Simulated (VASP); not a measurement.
Write the native input for VASP 6.6.1 that does the following.

```
Task                   : single point
Functional             : PBE
Potentials or basis    : VASP PAW PBE potentials, release 64 (In_d, As)
Cutoff                 : 520 eV
k mesh                 : 13 × 13 × 13
Occupations            : fermi-dirac, width 0.1 eV
Spin                   : no spin polarisation
Dipole correction      : no
Further INCAR settings : ALGO = Normal; EDIFF = 1e-06; NBANDS = 16
```

The structure of InAs (rocksalt type) lies in POSCAR:

```
InAs
1.0
    0.0000000000      2.4784792208      2.4784792208
    2.4784792208      0.0000000000      2.4784792208
    2.4784792208      2.4784792208      0.0000000000
In As
1 1
Direct
    0.0000000000      0.0000000000      0.0000000000
    0.5000000000      0.5000000000      0.5000000000
```

This cell differs from its parent crystal: volume scaled by 0.64.

One way to write it, as run:

INCAR

```
PREC = Accurate
ENCUT = 520
EDIFF = 1E-6
ISMEAR = -1
SIGMA = 0.1
LREAL = F
LASPH = T
NELM = 80
ALGO = Normal
ISIF = 2
LWAVE = F
LCHARG = F
GGA = PE
NBANDS = 16
```

KPOINTS

```
regular mesh
0
Gamma
  13 13 13
```

Potentials or basis: VASP PAW PBE potentials, release 64 (In_d, As).

Command:

```console
$ cat potpaw_PBE.64/In_d/POTCAR potpaw_PBE.64/As/POTCAR > POTCAR
$ mpirun -np 1 vasp_std > vasp.out
```

It gave:

```json
{"Pressure": "80.0 GPa", "Band gap on the k mesh": "zero (band 9 reaches 12.84 eV, above the bottom of band 10 at 9.90 eV)"}
```

Caveat: spin-orbit coupling is left out, which moves the levels of the heavy elements.

Run time: 22 s on 1 thread of Intel(R) Xeon(R) Platinum 8559C (Emerald Rapids), on a shared host, peak memory 0.18 GiB.
